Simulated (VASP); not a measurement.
A run of VASP 6.6.1:

POSCAR

```
BaZnPF
1.0
    4.2059274000      0.0000000000      0.0000000000
    0.0000000000      4.2059274000      0.0000000000
    0.0000000000      0.0000000000      9.5702622900
Ba Zn P F
2 2 2 2
Direct
    0.2500000000      0.2500000000      0.3317700000
    0.7500000000      0.7500000000      0.6682300000
    0.2500000000      0.7500000000      0.0000000000
    0.7500000000      0.2500000000      0.0000000000
    0.7500000000      0.7500000000      0.1491000000
    0.2500000000      0.2500000000      0.8509000000
    0.2500000000      0.7500000000      0.5000000000
    0.7500000000      0.2500000000      0.5000000000
```

File INCAR.step1:

```
PREC     = Accurate       # precision mode
ENCUT    = 520            # plane-wave cutoff, eV
ISMEAR   = -1             # smearing method
SIGMA    = 0.0231         # smearing width, eV
LREAL    = F              # projectors in reciprocal space
LASPH    = T              # aspherical terms in the spheres
NELM     = 100            # most SCF steps
NBANDS   = 44             # bands
GGA      = PE             # functional
ALGO     = Normal         # electronic algorithm
EDIFF    = 1E-4           # SCF threshold, eV
LWAVE    = T              # write WAVECAR
LCHARG   = F              # write CHGCAR
```

File INCAR.step2:

```
PREC     = Accurate       # precision mode
ENCUT    = 520            # plane-wave cutoff, eV
EDIFF    = 1E-6           # SCF threshold, eV
ISMEAR   = -1             # smearing method
SIGMA    = 0.0231         # smearing width, eV
LREAL    = F              # projectors in reciprocal space
LASPH    = T              # aspherical terms in the spheres
NELM     = 100            # most SCF steps
ALGO     = Normal         # electronic algorithm
ISIF     = 2              # what is computed and relaxed
LWAVE    = F              # write WAVECAR
LCHARG   = F              # write CHGCAR
METAGGA  = R2SCAN         # meta-GGA
LMIXTAU  = T            
NBANDS   = 44             # bands
ISTART   = 1
```

The input KPOINTS:

```
Automatic mesh
0
Gamma
  6 6 3
```

Potentials or basis: VASP PAW PBE potentials, release 64 (Ba_sv, Zn, P, F).

Launch:

```console
$ cat potpaw_PBE.64/Ba_sv/POTCAR potpaw_PBE.64/Zn/POTCAR potpaw_PBE.64/P/POTCAR potpaw_PBE.64/F/POTCAR > POTCAR
$ cp INCAR.step1 INCAR
$ mpirun -np 1 vasp_std > vasp.out
$ cp INCAR.step2 INCAR
$ mpirun -np 1 vasp_std > vasp.out
```

Hardware: 1 thread of Intel(R) Xeon(R) Platinum 8488C (Sapphire Rapids) (shared host).

Q: How long does it take, and how much memory?

A: Run time: 5.4 min on 1 thread of Intel(R) Xeon(R) Platinum 8488C (Sapphire Rapids), on a shared host, peak memory 0.37 GiB. Counts: k points 20.
